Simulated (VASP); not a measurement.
**KCdCO3F: single point with PBE**

Crystal: KCdCO3F.

```
CELL_PARAMETERS angstrom
5.18342 0.00000 0.00000
-2.59171 4.48897 0.00000
0.00000 0.00000 4.53315
ATOMIC_POSITIONS crystal
K 0.00000 0.00000 0.00000
Cd 0.66667 0.33333 0.50000
C 0.33333 0.66667 0.50000
O 0.18787 0.37574 0.50000
O 0.18787 0.81213 0.50000
O 0.62426 0.81213 0.50000
F 0.66667 0.33333 0.00000
```

| Quantity | Value |
| --- | --- |
| Program | VASP 6.6.1 |
| Task | single point |
| Functional | PBE |
| Potentials or basis | VASP PAW PBE potentials, release 64 (K_sv, Cd, C, O, F) |
| Cutoff | 520 eV |
| k mesh | 6 × 6 × 6 |
| Occupations | gaussian, width 0.01 eV |
| Spin | no spin polarisation |
| Dipole correction | no |
| Further INCAR settings | ALGO = Normal; EDIFF = 1e-07; NBANDS = 34 |

| Quantity | Value |
| --- | --- |
| Pressure | -2.1 GPa |
| Largest force | 0.454 eV/Å |
| Band gap on the k mesh | 1.63 eV |

Forces in eV/Å, atoms in the order of the input:
```
K    0.000  0.000  0.000
Cd   0.000  0.000  0.000
C    0.000  0.000  0.000
O    0.000  0.454  0.000
O    0.393 -0.227  0.000
O   -0.393 -0.227  0.000
F    0.000  0.000  0.000
```

Stress tensor (GPa, compression positive):
```
-2.56  0.00  0.00
 0.00 -2.56  0.00
 0.00  0.00 -1.17
```

Levels at points of the mesh, in eV from the valence-band top:
| k point | band 23 | band 24 | band 25 | band 26 | band 27 | band 28 |
| --- | --- | --- | --- | --- | --- | --- |
| (0.00, 0.00, 0.00) | -1.38 | -1.38 | 0.00 | 1.63 | 5.68 | 6.20 |
| (0.50, 0.00, 0.00) | -1.36 | -1.36 | -0.16 | 3.73 | 5.75 | 6.01 |
| (0.00, 0.00, 0.50) | -1.32 | -1.32 | 0.00 | 3.74 | 5.01 | 6.24 |
| (0.50, 0.00, 0.50) | -1.42 | -1.29 | -0.16 | 5.15 | 5.82 | 6.78 |

It took 2.9 min on 1 thread of Oxide Virtual Turin-like Processor, on a shared host, peak memory 0.26 GiB.

A k mesh can miss the band edges.
